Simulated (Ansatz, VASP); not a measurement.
# SnO2: VASP beside Ansatz

```
CELL_PARAMETERS angstrom
3.21157 0.00000 0.00000
-1.60579 2.78130 0.00000
0.00000 0.00000 11.50632
ATOMIC_POSITIONS crystal
Sn 0.00000 0.00000 0.50000
Sn 0.00000 0.00000 0.00000
O 0.66667 0.33333 0.40187
O 0.66667 0.33333 0.09813
O 0.33333 0.66667 0.59813
O 0.33333 0.66667 0.90187
```

Change from the starting cell: strain +0.1125 x Voigt [0, 0, 1, 0, 0, 0], atoms carried along.

Alike in both runs: task single point; functional PBE; dispersion D3(BJ); k mesh 12 × 12 × 4; occupations gaussian, width 0.05 eV; no spin polarisation.

|  | VASP | Ansatz |
| --- | --- | --- |
| version | VASP 6.6.1 | Ansatz 0.2.0 |
| potentials or method | VASP PAW PBE potentials, release 64 (Sn_d, O), cutoff 520 eV | scalar-relativistic, plane waves, PAW |
| valence electrons in the cell | 52 | 52 |

```tsv
	VASP	Ansatz	Ansatz less VASP
gap on the k mesh at the Fermi level (eV)	2.17	2.19	+0.025
least direct gap on the mesh (eV)	2.44	2.46	+0.021
pressure (GPa)	-6.8	-7.2	-0.41
traceless stress, the component that is largest in VASP (GPa)	-3.70	-3.52	+0.185
rms of the force components (eV/Å)	0.630	0.656	+0.0257
```

Atom by atom the forces differ by 0.026 eV/Å (rms over components).
